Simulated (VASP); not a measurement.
Au: single point with PBE

Au:

```
Au
1.0
    -1.74742    1.74742    1.48101
     1.74742   -1.74742    1.48101
     1.74742    1.74742   -1.48101
Au
1
Cartesian
  0.0000 0.0000 0.0000
```

```yaml
Program: VASP 6.6.1
Task: single point
Functional: PBE
Potentials_or_basis: VASP PAW PBE potentials, release 64 (Au)
Cutoff: 520 eV
k_mesh: 18 × 18 × 18
Occupations: gaussian, width 0.1 eV
Spin: no spin polarisation
Dipole_correction: no
Further_INCAR_settings: ALGO = Normal; EDIFF = 1e-06; NBANDS = 12
```

```
Pressure               : -0.2 GPa
Band gap on the k mesh : zero (an odd number of electrons rules out a gap without spin polarisation)
```

Levels at points of the mesh, in eV from the Fermi level:
| k point | band 2 | band 3 | band 4 | band 5 | band 6 | band 7 | band 8 | band 9 | band 10 | band 11 |
| --- | --- | --- | --- | --- | --- | --- | --- | --- | --- | --- |
| (0.00, 0.00, 0.00) | -5.22 | -4.13 | -4.13 | -3.76 | -2.44 | 15.29 | 15.29 | 18.81 | 22.08 | 22.08 |
| (0.50, 0.00, 0.00) | -5.90 | -3.10 | -2.00 | -1.59 | -0.05 | 3.76 | 11.62 | 12.36 | 19.49 | 20.85 |
| (0.50, 0.50, 0.00) | -4.76 | -3.93 | -3.03 | -1.64 | -1.01 | 2.32 | 14.01 | 16.20 | 20.04 | 23.18 |
| (0.50, 0.50, 0.50) | -6.39 | -1.91 | -1.91 | -1.62 | 4.71 | 4.71 | 8.15 | 9.61 | 13.74 | 17.88 |

Run time: 72 s on 1 thread of Oxide Virtual Turin-like Processor, with other jobs on the host, peak memory 0.19 GiB.

Caveat: spin-orbit coupling is left out, which moves the levels of the heavy elements.
